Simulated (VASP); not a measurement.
A run of VASP 6.6.1 is set up as follows.

INCAR

```
PREC = Accurate ; ENCUT = 500
EDIFF = 1E-6 ; ISMEAR = 0
SIGMA = 0.05 ; LREAL = False
LASPH = True ; NELM = 120
ALGO = Normal ; ISIF = 2
LWAVE = False ; LCHARG = True
GGA = PE ; LELF = True
LVHAR = True ; NELECT = 40.25
NBANDS = 28 ; GGA_COMPAT = False
```

Contents of KPOINTS:

```
Automatic mesh
0
Gamma
  8 6 8
```

File POSCAR:

```
PbSe
1.0
    4.3097531800      0.0000000000      0.0000000000
    0.0000000000      0.0000000000     -4.4504935700
   -2.1548765900      6.1339473500      0.0000000000
Pb Se
2 2
Direct
    0.3682392700      0.2500000000      0.7364785400
    0.6317607300      0.7500000000      0.2635214600
    0.1387100400      0.2500000000      0.2774200800
    0.8612899600      0.7500000000      0.7225799200
```

Potentials or basis: VASP PAW PBE potentials, release 64 (Pb_d, Se).

Command:

```sh
$ cat potpaw_PBE.64/Pb_d/POTCAR potpaw_PBE.64/Se/POTCAR > POTCAR
$ mpirun -np 1 vasp_std > vasp.out
```

Question: What does it give for the largest force?

Answer: 0.316 eV/Å.

Forces in eV/Å, atoms in the order of the input:
```
Pb   0.000  0.316  0.000
Pb   0.000 -0.316  0.000
Se   0.000 -0.188  0.000
Se   0.000  0.188  0.000
```

Caveat: the cell carries a net charge on a neutralising background, which shifts energy and pressure.
